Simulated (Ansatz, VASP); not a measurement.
## Al in VASP and in Ansatz

INCAR

```
SYSTEM = Al
  PREC = Accurate
  ENCUT = 520
  EDIFF = 1E-6
  ISMEAR = -1
  SIGMA = 0.1
  LREAL = .False.
  LASPH = .True.
  NELM = 60
  ALGO = Normal
  ISIF = 2
  LWAVE = .False.
  LCHARG = .False.
  GGA = RE
  NBANDS = 10
```

File KPOINTS:

```
regular mesh
0
Gamma
  10 10 10
  0 0 0
```

File POSCAR:

```
Al
1.0
    0.0000000000      2.9156052686      2.9156052686
    2.9156052686      0.0000000000      2.9156052686
    2.9156052686      2.9156052686      0.0000000000
Al
2
Direct
    0.1250000000      0.1250000000      0.1250000000
    0.8750000000      0.8750000000      0.8750000000
```

Input for Ansatz:

```yaml
crystal:
  lattice:
    - [0.0, 2.9156052686, 2.9156052686]
    - [2.9156052686, 0.0, 2.9156052686]
    - [2.9156052686, 2.9156052686, 0.0]
  atoms:
    - { symbol: Al, position: [0.125, 0.125, 0.125] }
    - { symbol: Al, position: [0.875, 0.875, 0.875] }
hamiltonian:
  xc: revpbe
  pseudopotentials:
    kind: paw
    azcp:
      Al: "pseudopotentials/Al.paw.azcp"
basis:
  ecutwfc: 420
  fft_grid_basis: typed
kpoints:
  mp_grid: { grid: [10, 10, 10], shift: [0, 0, 0] }
magnetization:
  spin_polarized: false
scf:
  occupations: { method: fermi_dirac, width: 0.1 }
  lower_state_search: "off"
output:
  stress: true
```

Alike in both runs: task single point; functional revPBE; k mesh 10 × 10 × 10; occupations fermi-dirac, width 0.1 eV; no spin polarisation.

```csv
,VASP,Ansatz
version,VASP 6.6.1,Ansatz 0.2.0
potentials or method,"VASP PAW PBE potentials, release 64 (Al), cutoff 520 eV","plane waves (420 eV) with PAW, scalar-relativistic"
valence electrons in the cell,6,6
```

```csv
,VASP,Ansatz,Ansatz less VASP
pressure (GPa),5.9,6.0,+0.08
```

VASP's potentials were made for PBE, not for revPBE.
